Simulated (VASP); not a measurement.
W, 8 atoms in the cell. Symmetry: R3m, No. 160, trigonal system. The conventional cell has a = 5.742 Å, b = 5.742 Å, c = 14.064 Å, α = 90.00°, β = 90.00°, γ = 120.00°. Within 3.7 Å of W (site symmetry 3m) lie 12 W at 2.84 to 2.90 Å. W (site symmetry m) has 12 W at 2.87 Å within 3.8 Å. Within 3.7 Å of W (site symmetry m) lie 12 W at 2.84 to 2.90 Å. W (site symmetry 3m) has 12 W at 2.87 Å within 3.8 Å.  This cell differs from its parent crystal: atom 1 (W) moved -0.040 Å along Cartesian [1 1 1].

```yaml
Program: VASP 6.6.1
Task: single point
Functional: r2SCAN
Potentials_or_basis: VASP PAW PBE potentials, release 64 (W_sv)
Cutoff: 550 eV
k_mesh: 10 × 10 × 10
Occupations: gaussian, width 0.15 eV
Spin: no spin polarisation
Dipole_correction: no
Further_INCAR_settings: ALGO = Normal; EDIFF = 1e-06; NBANDS = 66
```

Potentials or basis: VASP PAW PBE potentials, release 64 (W_sv).

The run is started by

```console
$ cat potpaw_PBE.64/W_sv/POTCAR > POTCAR
$ cp INCAR.step1 INCAR
$ mpirun -np 4 vasp_std > vasp.out
$ cp INCAR.step2 INCAR
$ mpirun -np 4 vasp_std > vasp.out
```

Hardware: 4 MPI ranks on Intel(R) Xeon(R) 6975P-C (Granite Rapids), with other jobs on the host.

Task: Estimate the wall time of this run.

Result: Run time: 16 min on 4 MPI ranks on Intel(R) Xeon(R) 6975P-C (Granite Rapids) (shared host), peak memory 0.85 GiB a rank. Counts: k points 116.
